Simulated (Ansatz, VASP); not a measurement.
# GaN: VASP beside Ansatz

```
CELL_PARAMETERS angstrom
-0.01992 1.98254 1.98254
1.98254 -0.01992 1.98254
1.98254 1.98254 -0.01992
ATOMIC_POSITIONS crystal
Ga 0.50000 0.50000 0.50000
N 0.00000 0.00000 0.00000
```

Change from the starting cell: equal xy, yz and zx shear strains of -1 %, PAW files.

Alike in both runs: task electric field gradients; functional PBE; k mesh 13 × 13 × 13; occupations fermi-dirac, width 0.02 eV; no spin polarisation.

|  | VASP | Ansatz |
| --- | --- | --- |
| version | VASP 6.6.1 | Ansatz 0.2.0 |
| potentials or method | VASP PAW PBE potentials, release 64 (Ga_d, N) | PAW with Ansatz's default frozen-core files, scalar-relativistic |
| plane-wave cutoff (eV) | 520 | 420 |
| valence electrons in the cell | 18 | 18 |

|  | VASP | Ansatz | Ansatz less VASP |
| --- | --- | --- | --- |
| gap on the k mesh at the Fermi level (eV) | 1.86 | 1.88 | +0.013 |
| pressure (GPa) | 70.3 | 69.1 | -1.17 |
| traceless stress, the component that is largest in VASP (GPa) | 2.60 | 2.61 | +0.010 |
| size of Vzz on the site where it differs most (V/Å²) | 2.1 | 3.3 | +1.18 |

Both programs put the cell under a high pressure, so it lies far from rest at this level. With one functional, cell and mesh, what is left measures potentials, basis and numerics.

Noted on VASP's run: the cell as given lies far from equilibrium.
